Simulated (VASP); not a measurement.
# Os (P6_3/mmc) in VASP: a series of runs

The runs below take Os through single point, with RPBE.

Everything below comes from runs of VASP 6.6.1. Logs are shortened: lines on timing, memory, paths and dates and some standing lists are left out, and cuts for length are marked.

## 1. The cell of the first run

The structure is hexagonal, space group P6_3/mmc (No. 194). The conventional cell has a = 2.802 Å, b = 2.802 Å, c = 4.414 Å, α = 90.00°, β = 90.00°, γ = 120.00°. Within 3.6 Å of Os (site symmetry -6m2) lie 12 Os at 2.74 to 2.80 Å.

## 2. Single point, RPBE (15.01 Å³/atom)

File INCAR:

```
SYSTEM = Os
PREC = Accurate ; ENCUT = 520
EDIFF = 1E-7 ; ISMEAR = -1
SIGMA = 0.1 ; LREAL = .False.
LASPH = .True. ; NELM = 100
ALGO = Normal ; ISIF = 2
LWAVE = .False. ; LCHARG = .False.
GGA = RP ; NBANDS = 15
```

File KPOINTS:

```
Automatic mesh
0
Gamma
  21 21 12
  0 0 0
```

File POSCAR:

```
Os
1.0
    2.8018594956      0.0000000000      0.0000000000
   -1.4009297478      2.4264815010      0.0000000000
    0.0000000000      0.0000000000      4.4143108470
Os
2
Direct
    0.3333333333      0.6666666667      0.2500000000
    0.6666666667      0.3333333333      0.7500000000
```

Potentials or basis: VASP PAW PBE potentials, release 64 (Os).

Launch:

```
cat potpaw_PBE.64/Os/POTCAR > POTCAR
mpirun -np 1 vasp_std > vasp.out
```

OUTCAR:

```text
SYSTEM = Os
   PREC = Accurate
   ENCUT = 520
   EDIFF = 1E-7
   ISMEAR = -1
   LREAL = .False.
   LASPH = .True.
   NELM = 100
   ISIF = 2
   GGA = RP

 ion  position               nearest neighbor table
   1  0.333  0.667  0.250-   2 2.74   2 2.74   2 2.74   2 2.74   2 2.74   2 2.74
   2  0.667  0.333  0.750-   1 2.74   1 2.74   1 2.74   1 2.74   1 2.74   1 2.74

  LATTYP: Found a hexagonal cell.
 ALAT       =     2.8018594956
 C/A-ratio  =     1.5754932943

  Lattice vectors:

 A1 = (   2.8018594956,   0.0000000000,   0.0000000000)
 A2 = (  -1.4009297478,   2.4264815010,   0.0000000000)
 A3 = (   0.0000000000,   0.0000000000,   4.4143108470)

Analysis of symmetry for initial positions (statically):
=====================================================================
 Subroutine PRICEL returns:
 Original cell was already a primitive cell.

 Routine SETGRP: Setting up the symmetry group for a
 hexagonal supercell.

 Subroutine GETGRP returns: Found 24 space group operations
 (whereof 12 operations were pure point group operations)
 out of a pool of 24 trial point group operations.

The static configuration has the point symmetry D_3d.
 The point group associated with its full space group is D_6h.

Analysis of symmetry for dynamics (positions and initial velocities):
=====================================================================
 Subroutine PRICEL returns:
 Original cell was already a primitive cell.

 Routine SETGRP: Setting up the symmetry group for a
 hexagonal supercell.

 Subroutine GETGRP returns: Found 24 space group operations
 (whereof 12 operations were pure point group operations)
 out of a pool of 24 trial point group operations.

The dynamic configuration has the point symmetry D_3d.
 The point group associated with its full space group is D_6h.

 Subroutine INISYM returns: Found 24 space group operations
 (whereof 12 operations are pure point group operations),
 and found     1 'primitive' translations

----------------------------------------------------------------------------------------

                                     Primitive cell

  volume of cell :      30.0114

  direct lattice vectors                    reciprocal lattice vectors
     2.801859496  0.000000000  0.000000000     0.356905834  0.206059679  0.000000000
    -1.400929748  2.426481501  0.000000000     0.000000000  0.412119359  0.000000000
     0.000000000  0.000000000  4.414310847     0.000000000  0.000000000  0.226535927

  length of vectors
     2.801859496  2.801859496  4.414310847     0.412119359  0.412119359  0.226535927

  position of ions in fractional coordinates (direct lattice)
     0.333333333  0.666666667  0.250000000
     0.666666667  0.333333333  0.750000000

  ion indices of the primitive-cell ions
   primitive index   ion index
                 1           1
                 2           2

----------------------------------------------------------------------------------------

 KPOINTS: Automatic mesh

Automatic generation of k-mesh.
 Grid dimensions read from file:
 generate k-points for:   21   21   12

 Generating k-lattice:

  Cartesian coordinates                     Fractional coordinates (reciprocal lattice)
     0.016995516  0.009812366  0.000000000     0.047619048  0.000000000  0.000000000
     0.000000000  0.019624731  0.000000000     0.000000000  0.047619048  0.000000000
     0.000000000  0.000000000  0.018877994     0.000000000  0.000000000  0.083333333

  Length of vectors
     0.019624731  0.019624731  0.018877994

  Shift w.r.t. Gamma in fractional coordinates (k-lattice)
     0.000000000  0.000000000  0.000000000

 Subroutine IBZKPT returns following result:
 ===========================================

 Found    336 irreducible k-points:

 Following reciprocal coordinates:
            Coordinates               Weight
  0.000000  0.000000  0.000000      1.000000
  0.047619  0.000000  0.000000      6.000000
  0.095238  0.000000  0.000000      6.000000
  0.142857  0.000000  0.000000      6.000000
  0.190476  0.000000  0.000000      6.000000
  0.238095  0.000000  0.000000      6.000000
[... 16 lines left out ...]
  0.142857  0.095238  0.000000     12.000000
  0.190476  0.095238  0.000000     12.000000
 [... further k-points ...]
   k-points           NKPTS =    336   k-points in BZ     NKDIM =    336   number of bands    NBANDS=     15
   number of dos      NEDOS =    301   number of ions     NIONS =      2
   total plane-waves  NPLWV =  20736
   dimension x,y,z NGX =    24 NGY =   24 NGZ =   36
   dimension x,y,z NGXF=    48 NGYF=   48 NGZF=   72
   ions per type =               2
   NGX,Y,Z   is equivalent  to a cutoff of  14.24, 14.24, 13.56 a.u.
   NGXF,Y,Z  is equivalent  to a cutoff of  28.48, 28.48, 27.12 a.u.
 SYSTEM =  Os
   PREC   = accura    normal or accurate (medium, high low for compatibility)
   ISTART =      0    job   : 0-new  1-cont  2-samecut
   ICHARG =      2    charge: 1-file 2-atom 10-const
   ISPIN  =      1    spin polarized calculation?
   LNONCOLLINEAR =      F non collinear calculations
   LSORBIT =      F    spin-orbit coupling
   LASPH  =      T    aspherical Exc in radial PAW
   ENCUT  =  520.0 eV  38.22 Ry    6.18 a.u.   5.21  5.21  8.21*2*pi/ulx,y,z
   NELM   =    100;   NELMIN=  2; NELMDL= -5     # of ELM steps
   EDIFF  = 0.1E-06   stopping-criterion for ELM
   LREAL  =      F    real-space projection
   EDIFFG = 0.1E-05   stopping-criterion for IOM
   NSW    =      0    number of steps for IOM
   IBRION =     -1    ionic relax: 0-MD 1-quasi-New 2-CG
   NFREE  =      0    steps in history (QN), initial steepest desc. (CG)
   ISIF   =      2    stress and relaxation
   ISYM   =      2    0-nonsym 1-usesym 2-fastsym
   POTIM  = 0.5000    time-step for ionic-motion
   TEBEG  =    0.0;   TEEND  =   0.0 temperature during run
   PSTRESS=    0.0 pullay stress
   NELECT =      16.0000    total number of electrons
   NUPDOWN=      -1.0000    fix difference up-down
   EMIN   =  10.00;   EMAX   =-10.00  energy-range for DOS
   EFERMI =   0.00;   METHOD = LEGACY
   ISMEAR =    -1;   SIGMA  =   0.10  broadening in eV -4-tet -1-fermi 0-gaus
   EFERMI_NEDOS =   21; number of points for ismear=-14 and -15
   IALGO  =     38    algorithm
   IMIX   =      4    mixing-type and parameters
     AMIX     =   0.40;   BMIX     =  1.00
     AMIX_MAG =   1.60;   BMIX_MAG =  1.00
  volume/ion in A,a.u.               =      15.01       101.26
  Fermi-wavevector in a.u.,A,eV,Ry     =   1.327454  2.508524 23.975282  1.762134
  Thomas-Fermi vector in A             =   2.456765
   LORBIT       =      0    0 simple, 1 ext, 2 COOP (PROOUT), +10 PAW based schemes
   GGA     = RP    functional components
   LHFCALC =     F    Hartree Fock is set to
   AEXX    =    0.0000 exact exchange contribution
   IVDW    =     0    specifies the selected vdW correction
   LEPSILON=     F    determine dielectric tensor
   LRPA    =     F    only Hartree local field effects (RPA)
 non-spin polarized calculation
  energy-cutoff  :      520.00
  volume of cell :       30.01
 maximum number of plane-waves:       821
 NGX is ok and might be reduce to    24
   NGX = 11   NGY = 11   NGZ = 17

 number of electron      15.9999999 magnetization

 Free energy of the ion-electron system (eV)
  ---------------------------------------------------
  ext. energy  EPLUGINS =         0.00000000
  ---------------------------------------------------
  free energy    TOTEN  =       -21.17004236 eV

  energy without entropy =      -21.12417184  energy(sigma->0) =      -21.14710710

 E-fermi :   8.5227     XC(G=0): -13.6227

 val. band max:        8.5187076267   @ k =   0.1905   0.0952   0.0833
 cond. band min:       8.5257535295   @ k =   0.2381   0.0476   0.0833
 fundamental gap:      0.0070459028
 Fermi energy:         8.5226512329

 k-point     1 :       0.0000    0.0000    0.0000
  band No.  band energies     occupation
      1      -1.7883      2.00000
      2       1.3768      2.00000
      3       5.7582      2.00000
      4       5.7582      2.00000
      5       6.0132      2.00000
      6       6.5119      2.00000
      7       6.5119      2.00000
      8       7.0675      2.00000
      9       7.0675      2.00000
     10       8.5730      0.75347
     11      10.0126      0.00000
     12      10.0126      0.00000
     13      16.8170      0.00000
     14      22.5072      0.00000
     15      25.1758      0.00000

 k-point     2 :       0.0476    0.0000    0.0000
  band No.  band energies     occupation
      1      -1.7031      2.00000
      2       1.4524      2.00000
      3       5.5550      2.00000
      4       5.8314      2.00000
      5       6.1945      2.00000
      6       6.4618      2.00000
      7       6.5798      2.00000
      8       6.9743      2.00000
      9       7.0084      2.00000
     10       8.1085      1.96871
     11      10.0529      0.00000
     12      10.5977      0.00000
     13      16.8085      0.00000
     14      22.6762      0.00000
     15      25.2853      0.00000

 k-point     3 :       0.0952    0.0000    0.0000
  band No.  band energies     occupation
      1      -1.4524      2.00000
      2       1.6685      2.00000
      3       5.2360      2.00000
      4       6.0488      2.00000
      5       6.2981      2.00000
      6       6.4931      2.00000
      7       6.6031      2.00000
      8       6.7811      2.00000
      9       6.8466      2.00000
     10       7.5238      1.99991
     11      10.1598      0.00000
     12      11.6392      0.00000
     13      16.7758      0.00000
     14      23.1417      0.00000
     15      25.5858      0.00000
[... 343 lines left out ...]
 k-point    23 :       0.1429    0.0952    0.0000
  band No.  band energies     occupation
      1      -0.2990      2.00000
      2       2.5289      2.00000
      3       4.4157      2.00000
      4       5.0224      2.00000
      5       5.8802      2.00000
      6       6.0227      2.00000
      7       7.0876      2.00000
      8       7.1166      2.00000
      9       7.1794      2.00000
     10       7.9252      1.99493
     11      10.4327      0.00000
     12      14.4483      0.00000
     13      16.5593      0.00000
     14      23.5218      0.00000
     15      24.3630      0.00000

 k-point    24 :       0.1905    0.0952    0.0000
  band No.  band energies     occupation
      1       0.3029      2.00000
      2       2.7936      2.00000
      3       4.2483      2.00000
      4       4.4040      2.00000
      5       5.7860      2.00000
      6       5.7916      2.00000
      7       6.9026      2.00000
      8       7.4894      1.99993
      9       7.8022      1.99851
     10       8.5445      0.89124
     11      10.5315      0.00000
     12      15.5876      0.00000
     13      16.4472      0.00000
     14      22.0127      0.00000
     15      23.3484      0.00000

 [... further k-points ...]
[... 5 lines left out ...]
  --------------------------------------------------------------------------------------
  -------------------------------------------------------------------------------------
  Total       -2.6437522     -2.6437522     -2.7058908     -0.0000000     -0.0000000      0.0000000
  in kB     -141.1383651   -141.1383651   -144.4556716     -0.0000000     -0.0000000      0.0000000
  external PRESSURE =    -142.2441339 kB  Pullay stress =       0.0000000 kB

 VOLUME and BASIS-vectors are now :
 -----------------------------------------------------------------------------
  energy-cutoff  :      520.00
  volume of cell :       30.01
      direct lattice vectors                 reciprocal lattice vectors
     2.801859496  0.000000000  0.000000000     0.356905834  0.206059679  0.000000000
    -1.400929748  2.426481501  0.000000000     0.000000000  0.412119359  0.000000000
     0.000000000  0.000000000  4.414310847     0.000000000  0.000000000  0.226535927

 POSITION                                       TOTAL-FORCE (eV/Angst)
 -----------------------------------------------------------------------------------
     -0.00000      1.61765      1.10358         0.000000     -0.000000      0.000000
      1.40093      0.80883      3.31073        -0.000000      0.000000      0.000000
 -----------------------------------------------------------------------------------
    total drift:                                0.000000     -0.000000     -0.000000

  FREE ENERGIE OF THE ION-ELECTRON SYSTEM (eV)
  ---------------------------------------------------
  free  energy   TOTEN  =       -21.1700423620 eV

  energy  without entropy=      -21.1241718365  energy(sigma->0) =      -21.14710710
```

Wall time 66 s (1 thread of Intel Xeon 6975P-C (Granite Rapids), shared host); peak memory 0.26 GiB.

What came out:

| Quantity | Value |
| --- | --- |
| Free energy | -21.1700 eV |
| Pressure | -14.2 GPa |
| Band gap on the k mesh | zero (bands 8 and 9 overlap by 3.46 eV) |

Caveat: the cell stands under tension; the PAW data sets were made with another functional, which shifts forces and pressure a little; spin-orbit coupling is left out, which moves the levels of the heavy elements.

## 3. Single point, RPBE (15.58 Å³/atom)

This run uses another cell than the first one, of 15.58 Å³/atom.

File INCAR:

```
PREC = Accurate
ENCUT = 520
EDIFF = 1E-6
ISMEAR = -1
SIGMA = 0.1
LREAL = False
LASPH = True
NELM = 60
ALGO = Normal
ISIF = 2
LWAVE = False
LCHARG = True
GGA = RP
LELF = True
LVHAR = True
NBANDS = 15
```

File KPOINTS:

```
Automatic mesh
0
Gamma
  21 21 12
```

File POSCAR:

```
Os
1.0
    2.8373298370      0.0000000000      0.0000000000
   -1.4186649185      2.4571997178      0.0000000000
    0.0000000000      0.0000000000      4.4701941320
Os
2
Direct
    0.3333333333      0.6666666667      0.2500000000
    0.6666666667      0.3333333333      0.7500000000
```

Potentials or basis: VASP PAW PBE potentials, release 64 (Os).

Launch:

```
cat potpaw_PBE.64/Os/POTCAR > POTCAR
mpirun -np 1 vasp_std > vasp.out
```

OUTCAR:

```text
PREC = Accurate
   ENCUT = 520
   EDIFF = 1E-6
   ISMEAR = -1
   LREAL = False
   LASPH = True
   NELM = 60
   ISIF = 2
   GGA = RP

 ion  position               nearest neighbor table
   1  0.333  0.667  0.250-   2 2.77   2 2.77   2 2.77   2 2.77   2 2.77   2 2.77
   2  0.667  0.333  0.750-   1 2.77   1 2.77   1 2.77   1 2.77   1 2.77   1 2.77

  LATTYP: Found a hexagonal cell.
 ALAT       =     2.8373298370
 C/A-ratio  =     1.5754932943

  Lattice vectors:

 A1 = (   2.8373298370,   0.0000000000,   0.0000000000)
[... 612 lines left out ...]
     11       9.8728      0.00000
     12      14.7628      0.00000
     13      15.5360      0.00000
     14      21.0279      0.00000
     15      22.3868      0.00000

 [... further k-points ...]
[... 5 lines left out ...]
  --------------------------------------------------------------------------------------
  -------------------------------------------------------------------------------------
  Total       -4.7954725     -4.7954725     -5.0249755      0.0000000     -0.0000000      0.0000000
  in kB     -246.5274713   -246.5274713   -258.3258464      0.0000000     -0.0000000      0.0000000
  external PRESSURE =    -250.4602630 kB  Pullay stress =       0.0000000 kB

 VOLUME and BASIS-vectors are now :
 -----------------------------------------------------------------------------
  energy-cutoff  :      520.00
  volume of cell :       31.17
      direct lattice vectors                 reciprocal lattice vectors
     2.837329837  0.000000000  0.000000000     0.352444043  0.203483663  0.000000000
    -1.418664918  2.457199718  0.000000000     0.000000000  0.406967327  0.000000000
     0.000000000  0.000000000  4.470194132     0.000000000  0.000000000  0.223703931

 POSITION                                       TOTAL-FORCE (eV/Angst)
 -----------------------------------------------------------------------------------
     -0.00000      1.63813      1.11755         0.000000      0.000000      0.000000
      1.41866      0.81907      3.35265        -0.000000     -0.000000      0.000000
 -----------------------------------------------------------------------------------
    total drift:                               -0.000000      0.000000     -0.000000

  FREE ENERGIE OF THE ION-ELECTRON SYSTEM (eV)
  ---------------------------------------------------
  free  energy   TOTEN  =       -21.0281756395 eV

  energy  without entropy=      -20.9795543156  energy(sigma->0) =      -21.00386498
```

OSZICAR:

```text
N       E                     dE             d eps       ncg     rms          rms(c)
DAV:   1     0.974847148050E+02    0.97485E+02   -0.73275E+03 10080   0.101E+03
DAV:   2    -0.174740849076E+02   -0.11496E+03   -0.10011E+03 10262   0.315E+02
DAV:   3    -0.224644041491E+02   -0.49903E+01   -0.47765E+01 13636   0.561E+01
DAV:   4    -0.225086855206E+02   -0.44281E-01   -0.44218E-01 10871   0.562E+00
DAV:   5    -0.225089332603E+02   -0.24774E-03   -0.24773E-03 13638   0.390E-01    0.173E+01
DAV:   6    -0.213253056911E+02    0.11836E+01   -0.11796E+00 12558   0.912E+00    0.715E+00
DAV:   7    -0.210350347359E+02    0.29027E+00   -0.66416E-01 13013   0.672E+00    0.331E-01
DAV:   8    -0.210305191325E+02    0.45156E-02   -0.58811E-03 10325   0.552E-01    0.237E-01
DAV:   9    -0.210281664910E+02    0.23526E-02   -0.13086E-03 12124   0.353E-01    0.450E-02
DAV:  10    -0.210281977803E+02   -0.31289E-04   -0.66483E-05 12943   0.728E-02    0.129E-02
DAV:  11    -0.210281765708E+02    0.21210E-04   -0.38997E-06 11480   0.202E-02    0.108E-03
DAV:  12    -0.210281756395E+02    0.93129E-06   -0.10509E-07  6867   0.347E-03
   1 F= -.21028176E+02 E0= -.21003865E+02  d E =-.486213E-01
```

It took 64 s on 1 thread of Intel Xeon 6975P-C (Granite Rapids), shared host; peak memory 0.26 GiB.

Results:

```yaml
Free_energy: -21.0282 eV
Pressure: -25.0 GPa
Band_gap_on_the_k_mesh: zero (bands 8 and 9 overlap by 3.25 eV)
```

Caveat: the cell stands under tension; the PAW data sets were made with another functional, which shifts forces and pressure a little; spin-orbit coupling is left out, which moves the levels of the heavy elements.

## 4. Single point, RPBE (16.16 Å³/atom)

This run uses another cell than the first one, of 16.16 Å³/atom.

File INCAR:

```
ALGO = Normal
EDIFF = 1E-6
ENCUT = 520
GGA = RP
ISIF = 2
ISMEAR = -1
LASPH = True
LCHARG = True
LELF = True
LREAL = False
LVHAR = True
LWAVE = False
NBANDS = 15
NELM = 80
PREC = Accurate
SIGMA = 0.1
```

File KPOINTS:

```
k-points
0
Gamma
  21 21 12
```

File POSCAR:

```
Os
1.0
    2.8719348309      0.0000000000      0.0000000000
   -1.4359674154      2.4871685215      0.0000000000
    0.0000000000      0.0000000000      4.5247140678
Os
2
Direct
    0.3333333333      0.6666666667      0.2500000000
    0.6666666667      0.3333333333      0.7500000000
```

Launch:

```
cat potpaw_PBE.64/Os/POTCAR > POTCAR
mpirun -np 1 vasp_std > vasp.out
```

Wall time 57 s (1 thread of Intel Xeon 6975P-C (Granite Rapids), shared host); peak memory 0.27 GiB.

Results (log left out):

```
Free energy            : -20.8173 eV
Pressure               : -33.5 GPa
Band gap on the k mesh : zero (bands 8 and 9 overlap by 3.06 eV)
```

Stress tensor (GPa, compression positive):
```
-32.87   0.00   0.00
  0.00 -32.87   0.00
  0.00   0.00 -34.72
```

Levels at points of the mesh, in eV from the Fermi level:
| k point | band 5 | band 6 | band 7 | band 8 | band 9 | band 10 | band 11 | band 12 |
| --- | --- | --- | --- | --- | --- | --- | --- | --- |
| (0.00, 0.00, 0.00) | -2.24 | -1.80 | -1.80 | -1.31 | -1.31 | 0.11 | 1.32 | 1.32 |
| (0.00, 0.00, 0.50) | -2.64 | -2.64 | -2.64 | -2.64 | 0.66 | 0.66 | 0.66 | 0.66 |

Caveat: the cell stands under tension; the PAW data sets were made with another functional, which shifts forces and pressure a little; spin-orbit coupling is left out, which moves the levels of the heavy elements.

## 5. The runs side by side

| cell | gap on the mesh (eV) | pressure (GPa) |
| --- | --- | --- |
| a = 2.802, b = 2.802, c = 4.414 Å, angles 90.0, 90.0, 120.0°, 2 atoms | none | -14.2 |
| a = 2.837, b = 2.837, c = 4.470 Å, angles 90.0, 90.0, 120.0°, 2 atoms | none | -25.0 |
| a = 2.872, b = 2.872, c = 4.525 Å, angles 90.0, 90.0, 120.0°, 2 atoms | none | -33.5 |

Alike in all rows: task single point; level RPBE; potentials or basis VASP PAW PBE potentials, release 64 (Os); no spin polarisation; k mesh 21 × 21 × 12; cutoff (eV) 520; smearing fermi-dirac 0.1 eV.

Caveats: the cell stands under tension; the PAW data sets were made with another functional, which shifts forces and pressure a little; spin-orbit coupling is left out, which moves the levels of the heavy elements.

Total energies depend on the potentials used, so only differences within one code and one set of settings carry meaning.
